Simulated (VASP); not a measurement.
# CoO: single point with PBE

The system is CoO.

```
Co O
1.0
     2.61615    0.00000    0.00000
     0.00000    2.61615    0.00000
     0.00000    0.00000    2.61615
Co O
1 1
Direct
  0.00000 0.00000 0.00000
  0.50000 0.50000 0.50000
```

```yaml
Program: VASP 6.6.1
Task: single point
Functional: PBE
Potentials_or_basis: VASP PAW PBE potentials, release 64 (Co, O)
Cutoff: 520 eV
k_mesh: 16 × 16 × 16
Occupations: gaussian, width 0.1 eV
Spin: collinear spin, ferromagnetic start
Starting_moments: "[0.5, 0.0] μB"
Dipole_correction: no
Further_INCAR_settings: ALGO = Normal; EDIFF = 1e-06; NBANDS = 18
```

```
Pressure                                              : -0.6 GPa
Band gap on the k mesh                                : zero (filled and empty bands overlap)
Net moment                                            : 3.00 μB per cell
Site moments                                          : Co +2.50; O +0.44 μB
Valence electrons inside the program's atomic spheres : Co 7.80; O 4.93
```

Levels at points of the mesh, in eV from the Fermi level:
Spin up:
```
           k point  band 6  band 7  band 8  band 9  band 10  band 11  band 12  band 13
(0.00, 0.00, 0.00)   -2.80   -2.56   -2.56   -2.56     0.68    15.46    15.46    19.91
(0.50, 0.00, 0.00)   -2.49   -1.62   -0.36   -0.36     6.15     8.00    16.46    17.64
(0.50, 0.50, 0.00)   -3.12   -3.12   -1.89   -1.60     5.67    11.13    11.13    16.72
(0.50, 0.50, 0.50)   -1.56   -0.38   -0.38   -0.38     6.78     6.78     6.78    14.57
```
Spin down:
| k point | band 2 | band 3 | band 4 | band 5 | band 6 | band 7 | band 8 | band 9 | band 10 | band 11 |
| --- | --- | --- | --- | --- | --- | --- | --- | --- | --- | --- |
| (0.00, 0.00, 0.00) | -2.55 | -2.55 | -2.00 | -2.00 | -2.00 | 0.50 | 0.50 | 0.50 | 1.36 | 15.95 |
| (0.50, 0.00, 0.00) | -8.05 | -2.91 | -2.91 | -2.13 | 0.42 | 0.60 | 1.79 | 1.79 | 6.60 | 8.99 |
| (0.50, 0.50, 0.00) | -5.65 | -5.65 | -2.17 | -1.03 | -0.42 | -0.21 | -0.21 | 0.61 | 6.71 | 11.76 |
| (0.50, 0.50, 0.50) | -6.09 | -6.09 | -6.09 | 0.65 | 0.65 | 2.09 | 2.09 | 2.09 | 7.11 | 7.11 |

Wall time 70 s on 1 thread of Intel(R) Xeon(R) 6975P-C (Granite Rapids) (shared host), peak memory 0.2 GiB.

Caveat: a cell with one magnetic atom can't hold antiferromagnetic order, which such compounds often take; semilocal functionals often make such compounds metallic where correlation or magnetic order opens a gap, which also shifts bond lengths. With open d or f shells a metallic result of PBE can be an artefact of self-interaction; +U or a hybrid may open a gap.
